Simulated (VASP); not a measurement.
A run of VASP 6.6.1 is set up as follows.

INCAR

```
PREC = Accurate ; ENCUT = 520
EDIFF = 1E-6 ; ISMEAR = 0
SIGMA = 0.01 ; LREAL = False
LASPH = True ; NELM = 60
ALGO = Normal ; ISIF = 2
LWAVE = False ; LCHARG = False
GGA = PE ; IVDW = 12
NBANDS = 48
```

File KPOINTS:

```
regular mesh
0
Gamma
  12 12 2
```

The input POSCAR:

```
InSe
1.0
    4.0642358090      0.0000000000      0.0000000000
   -2.0321179045      3.5197314576      0.0000000000
    0.0000000000      0.0000000000     16.8798669182
In Se
4 4
Direct
    0.0000000000      0.0000000000      0.5830920452
    0.0000000000      0.0000000000      0.4169079548
    0.3333333333      0.6666666667      0.9169103622
    0.3333333333      0.6666666667      0.0830896378
    0.6666666667      0.3333333333      0.8412889732
    0.6666666667      0.3333333333      0.1587110268
    0.3333333333      0.6666666667      0.6586434811
    0.3333333333      0.6666666667      0.3413565189
```

Potentials or basis: VASP PAW PBE potentials, release 64 (In_d, Se).

Run with:

```sh
$ cat potpaw_PBE.64/In_d/POTCAR potpaw_PBE.64/Se/POTCAR > POTCAR
$ mpirun -np 1 vasp_std > vasp.out
```

Task: Predict the largest force.

Result: 0.010 eV/Å.

Task: Estimate the band gap on the k mesh.

Result: 0.27 eV, direct.

Task: Estimate the dispersion energy per atom.

Result: -0.290 eV.

Task: Estimate the pressure.

Result: -0.7 GPa.

Forces in eV/Å, atoms in the order of the input:
```
In   0.000  0.000 -0.008
In   0.000  0.000  0.008
In   0.000  0.000  0.007
In   0.000  0.000 -0.007
Se   0.000  0.000 -0.009
Se   0.000  0.000  0.009
Se   0.000  0.000  0.010
Se   0.000  0.000 -0.010
```

Caveat: spin-orbit coupling is left out, which moves the levels of the heavy elements.
